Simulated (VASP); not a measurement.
# Sr (Im-3m) in VASP: notebook

The runs below take Sr through single point, relaxation of cell and atoms, with PBE.

Everything below comes from runs of VASP 6.6.1. Logs are shortened: lines on timing, memory, paths and dates and some standing lists are left out, and cuts for length are marked.

### Step 1. The cell of the first run

It takes space group Im-3m (No. 229, cubic). Conventional cell: a = 3.776 Å, b = 3.776 Å, c = 3.776 Å, α = 90.00°, β = 90.00°, γ = 90.00°. Within 4.3 Å of Sr (site symmetry m-3m) lie 14 Sr at 3.27 to 3.78 Å.

### Step 2. Single point, PBE

File INCAR:

```
PREC = Accurate ; ENCUT = 500
EDIFF = 1E-6 ; ISMEAR = -1
SIGMA = 0.08 ; LREAL = False
LASPH = True ; NELM = 120
ALGO = Normal ; ISIF = 2
LWAVE = False ; LCHARG = True
GGA = PE ; LELF = True
LVHAR = True ; NBANDS = 11
GGA_COMPAT = False
```

File KPOINTS:

```
regular mesh
0
Gamma
  14 14 14
```

File POSCAR:

```
Sr
1.0
   -1.8878105037      1.8878105037      1.8878105037
    1.8878105037     -1.8878105037      1.8878105037
    1.8878105037      1.8878105037     -1.8878105037
Sr
1
Direct
    0.0000000000      0.0000000000      0.0000000000
```

Potentials or basis: VASP PAW PBE potentials, release 64 (Sr_sv).

Run with:

```bash
cat potpaw_PBE.64/Sr_sv/POTCAR > POTCAR
mpirun -np 1 vasp_std > vasp.out
```

OUTCAR:

```text
PREC = Accurate
   ENCUT = 500
   EDIFF = 1E-6
   ISMEAR = -1
   LREAL = False
   LASPH = True
   NELM = 120
   ISIF = 2
   GGA = PE

 ion  position               nearest neighbor table
   1  0.000  0.000  0.000-

  LATTYP: Found a body centered cubic cell.
 ALAT       =     3.7756210074

  Lattice vectors:

 A1 = (  -1.8878105037,   1.8878105037,   1.8878105037)
 A2 = (   1.8878105037,  -1.8878105037,   1.8878105037)
 A3 = (   1.8878105037,   1.8878105037,  -1.8878105037)

Analysis of symmetry for initial positions (statically):
=====================================================================
 Subroutine PRICEL returns:
 Original cell was already a primitive cell.

 Routine SETGRP: Setting up the symmetry group for a
 body centered cubic supercell.

 Subroutine GETGRP returns: Found 48 space group operations
 (whereof 48 operations were pure point group operations)
 out of a pool of 48 trial point group operations.

The static configuration has the point symmetry O_h .

Analysis of symmetry for dynamics (positions and initial velocities):
=====================================================================
 Subroutine PRICEL returns:
 Original cell was already a primitive cell.

 Routine SETGRP: Setting up the symmetry group for a
 body centered cubic supercell.

 Subroutine GETGRP returns: Found 48 space group operations
 (whereof 48 operations were pure point group operations)
 out of a pool of 48 trial point group operations.

The dynamic configuration has the point symmetry O_h .

 Subroutine INISYM returns: Found 48 space group operations
 (whereof 48 operations are pure point group operations),
 and found     1 'primitive' translations

----------------------------------------------------------------------------------------

                                     Primitive cell

  volume of cell :      26.9113

  direct lattice vectors                    reciprocal lattice vectors
    -1.887810504  1.887810504  1.887810504     0.000000000  0.264857092  0.264857092
     1.887810504 -1.887810504  1.887810504     0.264857092  0.000000000  0.264857092
     1.887810504  1.887810504 -1.887810504     0.264857092  0.264857092  0.000000000

  length of vectors
     3.269783707  3.269783707  3.269783707     0.374564491  0.374564491  0.374564491

  position of ions in fractional coordinates (direct lattice)
     0.000000000  0.000000000  0.000000000

  ion indices of the primitive-cell ions
   primitive index   ion index
                 1           1

----------------------------------------------------------------------------------------

 KPOINTS: regular mesh

Automatic generation of k-mesh.
 Grid dimensions read from file:
 generate k-points for:   14   14   14

 Generating k-lattice:

  Cartesian coordinates                     Fractional coordinates (reciprocal lattice)
     0.000000000  0.018918364  0.018918364     0.071428571  0.000000000  0.000000000
     0.018918364  0.000000000  0.018918364     0.000000000  0.071428571  0.000000000
     0.018918364  0.018918364  0.000000000     0.000000000  0.000000000  0.071428571

  Length of vectors
     0.026754607  0.026754607  0.026754607

  Shift w.r.t. Gamma in fractional coordinates (k-lattice)
     0.000000000  0.000000000  0.000000000

 Subroutine IBZKPT returns following result:
 ===========================================

 Found    104 irreducible k-points:

 Following reciprocal coordinates:
            Coordinates               Weight
  0.000000  0.000000  0.000000      1.000000
  0.071429  0.000000  0.000000     12.000000
  0.142857  0.000000  0.000000     12.000000
  0.214286  0.000000  0.000000     12.000000
  0.285714  0.000000  0.000000     12.000000
  0.357143  0.000000  0.000000     12.000000
[... 16 lines left out ...]
  0.285714  0.285714  0.000000     24.000000
  0.357143  0.285714  0.000000     24.000000
 [... further k-points ...]
   k-points           NKPTS =    104   k-points in BZ     NKDIM =    104   number of bands    NBANDS=     11
   number of dos      NEDOS =    301   number of ions     NIONS =      1
   total plane-waves  NPLWV =  13824
   dimension x,y,z NGX =    24 NGY =   24 NGZ =   24
   dimension x,y,z NGXF=    48 NGYF=   48 NGZF=   48
   ions per type =               1
   NGX,Y,Z   is equivalent  to a cutoff of  12.20, 12.20, 12.20 a.u.
   NGXF,Y,Z  is equivalent  to a cutoff of  24.40, 24.40, 24.40 a.u.
 SYSTEM =  unknown system
   PREC   = accura    normal or accurate (medium, high low for compatibility)
   ISTART =      0    job   : 0-new  1-cont  2-samecut
   ICHARG =      2    charge: 1-file 2-atom 10-const
   ISPIN  =      1    spin polarized calculation?
   LNONCOLLINEAR =      F non collinear calculations
   LSORBIT =      F    spin-orbit coupling
   LASPH  =      T    aspherical Exc in radial PAW
   ENCUT  =  500.0 eV  36.75 Ry    6.06 a.u.   5.96  5.96  5.96*2*pi/ulx,y,z
   NELM   =    120;   NELMIN=  2; NELMDL= -5     # of ELM steps
   EDIFF  = 0.1E-05   stopping-criterion for ELM
   LREAL  =      F    real-space projection
   EDIFFG = 0.1E-04   stopping-criterion for IOM
   NSW    =      0    number of steps for IOM
   IBRION =     -1    ionic relax: 0-MD 1-quasi-New 2-CG
   NFREE  =      0    steps in history (QN), initial steepest desc. (CG)
   ISIF   =      2    stress and relaxation
   ISYM   =      2    0-nonsym 1-usesym 2-fastsym
   POTIM  = 0.5000    time-step for ionic-motion
   TEBEG  =    0.0;   TEEND  =   0.0 temperature during run
   PSTRESS=    0.0 pullay stress
   NELECT =      10.0000    total number of electrons
   NUPDOWN=      -1.0000    fix difference up-down
   EMIN   =  10.00;   EMAX   =-10.00  energy-range for DOS
   EFERMI =   0.00;   METHOD = LEGACY
   ISMEAR =    -1;   SIGMA  =   0.08  broadening in eV -4-tet -1-fermi 0-gaus
   EFERMI_NEDOS =   21; number of points for ismear=-14 and -15
   IALGO  =     38    algorithm
   IMIX   =      4    mixing-type and parameters
     AMIX     =   0.40;   BMIX     =  1.00
     AMIX_MAG =   1.60;   BMIX_MAG =  1.00
  volume/ion in A,a.u.               =      26.91       181.61
  Fermi-wavevector in a.u.,A,eV,Ry     =   1.176964  2.224139 18.847386  1.385244
  Thomas-Fermi vector in A             =   2.313319
   LORBIT       =      0    0 simple, 1 ext, 2 COOP (PROOUT), +10 PAW based schemes
   GGA     = PE    functional components
   LHFCALC =     F    Hartree Fock is set to
   AEXX    =    0.0000 exact exchange contribution
   IVDW    =     0    specifies the selected vdW correction
   LEPSILON=     F    determine dielectric tensor
   LRPA    =     F    only Hartree local field effects (RPA)
 non-spin polarized calculation
  energy-cutoff  :      500.00
  volume of cell :       26.91
 maximum number of plane-waves:       700
   NGX = 11   NGY = 11   NGZ = 11

 number of electron      10.0000000 magnetization

 Free energy of the ion-electron system (eV)
  ---------------------------------------------------
  ext. energy  EPLUGINS =         0.00000000
  ---------------------------------------------------
  free energy    TOTEN  =        -0.36997827 eV

  energy without entropy =       -0.35181838  energy(sigma->0) =       -0.36089833

 E-fermi :   4.6198     XC(G=0):  -9.9204

 val. band max:        4.6012578357   @ k =   0.2857   0.2857   0.0000
 cond. band min:       4.6222901674   @ k =  -0.3571  -0.4286   0.0714
 fundamental gap:      0.0210323317
 Fermi energy:         4.6197868424

 k-point     1 :       0.0000    0.0000    0.0000
  band No.  band energies     occupation
      1     -30.9771      2.00000
      2     -12.1479      2.00000
      3     -12.1479      2.00000
      4     -12.1479      2.00000
      5       0.6456      2.00000
      6       7.9527      0.00000
      7       7.9527      0.00000
      8       7.9527      0.00000
      9      10.3995      0.00000
     10      10.3995      0.00000
     11      15.9955      0.00000

 k-point     2 :       0.0714    0.0000    0.0000
  band No.  band energies     occupation
      1     -30.9626      2.00000
      2     -12.2505      2.00000
      3     -12.1753      2.00000
      4     -12.1496      2.00000
      5       0.8433      2.00000
      6       7.7819      0.00000
      7       7.8624      0.00000
      8       8.1463      0.00000
      9      10.1018      0.00000
     10      10.3745      0.00000
     11      16.2294      0.00000

 k-point     3 :       0.1429    0.0000    0.0000
  band No.  band energies     occupation
      1     -30.9216      2.00000
      2     -12.5272      2.00000
      3     -12.2510      2.00000
      4     -12.1544      2.00000
      5       1.3853      2.00000
      6       7.3577      0.00000
      7       7.4773      0.00000
      8       8.7171      0.00000
      9       9.7839      0.00000
     10      10.3433      0.00000
     11      16.8049      0.00000

 k-point     4 :       0.2143    0.0000    0.0000
  band No.  band energies     occupation
      1     -30.8617      2.00000
      2     -12.9028      2.00000
      3     -12.3577      2.00000
      4     -12.1614      2.00000
      5       2.1192      2.00000
      6       6.8435      0.00000
      7       6.8867      0.00000
      8       9.6363      0.00000
      9       9.8966      0.00000
     10      10.3917      0.00000
     11      17.2069      0.00000
[... 239 lines left out ...]
 k-point    22 :       0.3571    0.2143   -0.0000
  band No.  band energies     occupation
      1     -30.6498      2.00000
      2     -13.6779      2.00000
      3     -12.9928      2.00000
      4     -12.3455      2.00000
      5       4.1987      1.98970
      6       5.6600      0.00000
      7       6.5207      0.00000
      8      10.3787      0.00000
      9      11.6802      0.00000
     10      15.0118      0.00000
     11      15.6925      0.00000

 k-point    23 :       0.2857    0.2857    0.0000
  band No.  band energies     occupation
      1     -30.6464      2.00000
      2     -13.5812      2.00000
      3     -13.1112      2.00000
      4     -12.3623      2.00000
      5       4.6013      1.11529
      6       5.4896      0.00004
      7       6.2688      0.00000
      8      10.5862      0.00000
      9      11.4374      0.00000
     10      14.8447      0.00000
     11      15.8025      0.00000

 k-point    24 :       0.3571    0.2857    0.0000
  band No.  band energies     occupation
      1     -30.6367      2.00000
      2     -13.5158      2.00000
      3     -13.2433      2.00000
      4     -12.3707      2.00000
      5       4.7076      0.50031
      6       5.6578      0.00000
      7       6.0671      0.00000
      8      10.8289      0.00000
      9      11.4216      0.00000
     10      14.5489      0.00000
     11      16.2880      0.00000

 [... further k-points ...]
[... 5 lines left out ...]
  --------------------------------------------------------------------------------------
  -------------------------------------------------------------------------------------
  Total        4.0754288      4.0754288      4.0754288     -0.0000000      0.0000000      0.0000000
  in kB      242.6323524    242.6323524    242.6323524     -0.0000000      0.0000000      0.0000000
  external PRESSURE =     242.6323524 kB  Pullay stress =       0.0000000 kB

 VOLUME and BASIS-vectors are now :
 -----------------------------------------------------------------------------
  energy-cutoff  :      500.00
  volume of cell :       26.91
      direct lattice vectors                 reciprocal lattice vectors
    -1.887810504  1.887810504  1.887810504     0.000000000  0.264857092  0.264857092
     1.887810504 -1.887810504  1.887810504     0.264857092  0.000000000  0.264857092
     1.887810504  1.887810504 -1.887810504     0.264857092  0.264857092  0.000000000

 POSITION                                       TOTAL-FORCE (eV/Angst)
 -----------------------------------------------------------------------------------
      0.00000      0.00000      0.00000         0.000000      0.000000     -0.000000
 -----------------------------------------------------------------------------------
    total drift:                                0.000000      0.000000      0.000000

  FREE ENERGIE OF THE ION-ELECTRON SYSTEM (eV)
  ---------------------------------------------------
  free  energy   TOTEN  =        -0.3699782658 eV

  energy  without entropy=       -0.3518183845  energy(sigma->0) =       -0.36089833
```

Run time: 15 s. Hardware: 1 thread of Intel Xeon Platinum 8488C (Sapphire Rapids), shared host; peak memory 0.15 GiB.

Results:

```yaml
Free_energy: -0.3700 eV
Pressure: 24.3 GPa
Band_gap_on_the_k_mesh: zero (band 5 reaches 5.64 eV, above the bottom of band 6 at 3.10 eV)
```

### Step 3. Relaxation of cell and atoms, PBE, target pressure 24 GPa, at which the enthalpy is minimised

This run uses another cell than the first one, of 26.80 Å³/atom, 0.996 times its volume.

File INCAR:

```
SYSTEM = Sr
PREC = Accurate ; ENCUT = 600
EDIFF = 1E-7 ; ISMEAR = -1
SIGMA = 0.08 ; LREAL = .False.
LASPH = .True. ; NELM = 100
ALGO = Normal ; ISIF = 3
LWAVE = .False. ; LCHARG = .False.
GGA = PE ; IBRION = 2
NSW = 60 ; EDIFFG = -0.005
PSTRESS = 240.0
```

File KPOINTS:

```
regular mesh
0
Gamma
  14 14 14
  0 0 0
```

File POSCAR:

```
Sr
1.0
   -1.8853086713      1.8853086713      1.8853086713
    1.8853086713     -1.8853086713      1.8853086713
    1.8853086713      1.8853086713     -1.8853086713
Sr
1
Direct
    0.0000000000      0.0000000000      0.0000000000
```

Potentials or basis: VASP PAW PBE potentials, release 64 (Sr_sv).

Run with:

```bash
cat potpaw_PBE.64/Sr_sv/POTCAR > POTCAR
mpirun -np 1 vasp_std > vasp.out
```

OUTCAR:

```text
SYSTEM = Sr
   PREC = Accurate
   ENCUT = 600
   EDIFF = 1E-7
   ISMEAR = -1
   LREAL = .False.
   LASPH = .True.
   NELM = 100
   ISIF = 3
   GGA = PE
   IBRION = 2
   NSW = 60
   EDIFFG = -0.005
   PSTRESS = 240.0

 ion  position               nearest neighbor table
   1  0.000  0.000  0.000-

  LATTYP: Found a body centered cubic cell.
 ALAT       =     3.7706173426

  Lattice vectors:

 A1 = (  -1.8853086713,   1.8853086713,   1.8853086713)
 A2 = (   1.8853086713,  -1.8853086713,   1.8853086713)
 A3 = (   1.8853086713,   1.8853086713,  -1.8853086713)

Analysis of symmetry for initial positions (statically):
=====================================================================
 Subroutine PRICEL returns:
 Original cell was already a primitive cell.

 Routine SETGRP: Setting up the symmetry group for a
 body centered cubic supercell.

 Subroutine GETGRP returns: Found 48 space group operations
 (whereof 48 operations were pure point group operations)
 out of a pool of 48 trial point group operations.

The static configuration has the point symmetry O_h .

Analysis of symmetry for dynamics (positions and initial velocities):
[... 164 lines left out ...]
  --------------------------------------------------------------------------------------
  -------------------------------------------------------------------------------------
  Total        4.1019567      4.1019567      4.1019567      0.0000000      0.0000000     -0.0000000
  in kB      245.1852094    245.1852094    245.1852094      0.0000000      0.0000000     -0.0000000
  external PRESSURE =       5.1852094 kB  Pullay stress =     240.0000000 kB
[... 61 lines left out ...]
--------------------------------------- Ionic step        3  -------------------------------------------

 number of electron      10.0000000 magnetization

 Free energy of the ion-electron system (eV)
  ---------------------------------------------------
  ext. energy  EPLUGINS =         0.00000000
  ---------------------------------------------------
  free energy    TOTEN  =        -0.38412740 eV

  energy without entropy =       -0.36601172  energy(sigma->0) =       -0.37506956

 E-fermi :   4.5989     XC(G=0):  -9.9056

 val. band max:        4.5812568020   @ k =   0.2857   0.2857   0.0000
 cond. band min:       4.6021452691   @ k =  -0.3571  -0.4286   0.0714
 fundamental gap:      0.0208884671
 Fermi energy:         4.5988822755

 k-point     1 :       0.0000    0.0000    0.0000
  band No.  band energies     occupation
      1     -30.9958      2.00000
      2     -12.1757      2.00000
      3     -12.1757      2.00000
      4     -12.1757      2.00000
      5       0.6222      2.00000
      6       7.9295      0.00000
      7       7.9295      0.00000
      8       7.9295      0.00000
      9      10.3687      0.00000
[... 265 lines left out ...]
 k-point    24 :       0.3571    0.2857   -0.0000
  band No.  band energies     occupation
      1     -30.6596      2.00000
      2     -13.5312      2.00000
      3     -13.2610      2.00000
      4     -12.3964      2.00000
      5       4.6890      0.48972
      6       5.6334      0.00000
      7       6.0371      0.00000
      8      10.7950      0.00000
      9      11.3851      0.00000

 [... further k-points ...]
[... 5 lines left out ...]
  --------------------------------------------------------------------------------------
  -------------------------------------------------------------------------------------
  Total        4.0455867      4.0455867      4.0455867     -0.0000000      0.0000000      0.0000000
  in kB      240.0148100    240.0148100    240.0148100     -0.0000000      0.0000000      0.0000000
  external PRESSURE =       0.0148100 kB  Pullay stress =     240.0000000 kB
[... 20 lines left out ...]
  energy  without entropy=       -0.3660117215  energy(sigma->0) =       -0.37506956

  enthalpy is  TOTEN    =         3.6612096873 eV   P V=        4.0453370916

 reached required accuracy - stopping structural energy minimisation
```

OSZICAR:

```text
N       E                     dE             d eps       ncg     rms          rms(c)
DAV:   1     0.383326043612E+02    0.38333E+02   -0.61040E+03  1872   0.119E+03
DAV:   2     0.736560031449E+00   -0.37596E+02   -0.36837E+02  2227   0.185E+02
DAV:   3    -0.366316688388E+00   -0.11029E+01   -0.10938E+01  2586   0.270E+01
[... 26 lines left out ...]
DAV:   4    -0.384066071972E+00   -0.54053E-04   -0.26403E-05  2845   0.441E-02    0.580E-02
DAV:   5    -0.384122689415E+00   -0.56617E-04   -0.92015E-05  2786   0.621E-02    0.138E-02
DAV:   6    -0.384127644072E+00   -0.49547E-05   -0.53693E-06  3230   0.254E-02    0.212E-03
DAV:   7    -0.384127502676E+00    0.14140E-06   -0.53291E-08  1024   0.309E-03    0.123E-03
DAV:   8    -0.384127404276E+00    0.98400E-07   -0.48213E-08  1030   0.144E-03
   3 F= 0.36612097E+01 E0= 0.36702675E+01  d E =-.323886E-03
```

Run time: 60 s. Hardware: 1 thread of Intel Xeon Platinum 8375C at 2.90GHz (Ice Lake), shared host; peak memory 0.18 GiB.

Results:

```
Free energy                                            : -0.3841 eV
Relaxed volume                                         : 27.01 Å³/atom
Relaxed cell                                           : a = 3.274 Å, b = 3.274 Å, c = 3.274 Å, α = 109.47°, β = 109.47°, γ = 109.47°
Space group after relaxing (to 0.05 Å)                 : Im-3m (No. 229)
Energy change on relaxing (the enthalpy is what falls) : -30.5 meV/atom
Ionic steps                                            : 3
Pressure after relaxing                                : 24.0 GPa
Band gap on the k mesh                                 : zero (band 5 reaches 5.61 eV, above the bottom of band 6 at 3.09 eV)
```

The path:
| step | energy change (eV) | largest force (eV/Å) | pressure (GPa) | volume (Å³) |
| --- | --- | --- | --- | --- |
| 1 | 0.0000 | 0.0000 | 24.52 | 26.80 |
| 2 | -0.0508 | 0.0000 | 23.66 | 27.14 |
| 3 | -0.0305 | 0.0000 | 24.00 | 27.01 |

Final structure:
```cif
data_structure
_symmetry_space_group_name_H-M 'P 1'
_symmetry_Int_Tables_number 1
_cell_length_a 3.2736
_cell_length_b 3.2736
_cell_length_c 3.2736
_cell_angle_alpha 109.471
_cell_angle_beta 109.471
_cell_angle_gamma 109.471
_cell_volume 27.01
loop_
_atom_site_label
_atom_site_type_symbol
_atom_site_fract_x
_atom_site_fract_y
_atom_site_fract_z
_atom_site_occupancy
Sr1 Sr 0.00000 0.00000 0.00000 1
```

Caveat: the cell is relaxed towards a set pressure, so the enthalpy falls and the energy may rise.

[end of part 1 of 2]
